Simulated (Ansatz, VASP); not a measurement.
Bi in VASP and in Ansatz

The input INCAR:

```
ALGO = Normal
EDIFF = 1E-6
ENCUT = 520
GGA = RP
ISIF = 2
ISMEAR = -1
LASPH = True
LCHARG = False
LREAL = False
LWAVE = False
NBANDS = 14
NELM = 100
PREC = Accurate
SIGMA = 0.1
```

Contents of KPOINTS:

```
k-points
0
Gamma
  11 11 11
```

Contents of POSCAR:

```
Bi
1.0
    3.2640714702      0.0000000000      0.0000000000
    0.0000000000      3.2640714702      0.0000000000
    0.0000000000      0.0000000000      3.2640714702
Bi
1
Direct
    0.0000000000      0.0000000000      0.0000000000
```

Input for Ansatz:

```yaml
crystal:
  lattice:
    - [3.2640714702, 0.0, 0.0]
    - [0.0, 3.2640714702, 0.0]
    - [0.0, 0.0, 3.2640714702]
  atoms:
    - { symbol: Bi, position: [0.0, 0.0, 0.0] }
hamiltonian:
  xc: rpbe
  pseudopotentials:
    kind: paw
    azcp:
      Bi: "pseudopotentials/Bi.paw.azcp"
basis:
  ecutwfc: 420
  fft_grid_basis: typed
kpoints:
  mp_grid: { grid: [11, 11, 11], shift: [0, 0, 0] }
magnetization:
  spin_polarized: false
scf:
  occupations: { method: fermi_dirac, width: 0.1 }
  lower_state_search: "off"
output:
  stress: true
  write_density: true
  write_potential: true
  elf: true
  volumetric_format: npy
```

Alike in both runs: task single point; functional RPBE; k mesh 11 × 11 × 11; occupations fermi-dirac, width 0.1 eV; no spin polarisation.

```csv
,VASP,Ansatz
version,VASP 6.6.1,Ansatz 0.2.0
potentials or method,"VASP PAW PBE potentials, release 64 (Bi_d), cutoff 520 eV","plane waves (420 eV) with PAW, scalar-relativistic"
valence electrons in the cell,15,15
```

|  | VASP | Ansatz | Ansatz less VASP |
| --- | --- | --- | --- |
| pressure (GPa) | 2.0 | 2.0 | -0.02 |

VASP's potentials were made for PBE, not for RPBE.

Neither program's run includes spin-orbit coupling.
